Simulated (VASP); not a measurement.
Runs of VASP 6.6.1 on BeTe. The structure is that of space group P-6m2 (No. 187), or close to it. The cells are those of the table. 

| task | cell | k mesh | cutoff (eV) | gap on the mesh (eV) | pressure (GPa) | relaxed volume (Å³/atom) |
| --- | --- | --- | --- | --- | --- | --- |
| single point | a = 3.720, b = 3.720, c = 3.359 Å, angles 90.0, 90.0, 120.0°, 2 atoms | 24 × 24 × 12 | 520 | none | 0.0 | - |
| relaxation of cell and atoms | relaxed from a = 3.720, b = 3.720, c = 3.359 Å, angles 90.0, 90.0, 120.0°, 2 atoms | 18 × 18 × 16 | 600 | none | 0.0 | 20.20 |
| single point | a = 3.722, b = 3.722, c = 3.364 Å, angles 90.0, 90.0, 120.0°, 2 atoms | 18 × 18 × 16 | 520 | none | 0.1 | - |
| relaxation of cell and atoms | relaxed from a = 3.070, b = 3.070, c = 5.013 Å, angles 90.0, 90.0, 120.0°, 2 atoms | 24 × 24 × 12 | 600 | none | 0.0 | (a) |

Alike in all rows: level PBE; potentials or basis VASP PAW PBE potentials, release 64 (Be, Te); no spin polarisation; smearing gaussian 0.1 eV.

Question: Estimate the missing entries.

Answer: (a) 20.15.

Caveats: spin-orbit coupling is left out, which moves the levels of the heavy elements.

A k mesh can miss the band edges, and the runs leave out spin-orbit coupling on Te.

A gap of «none» marks levels without a gap at the run's occupations.
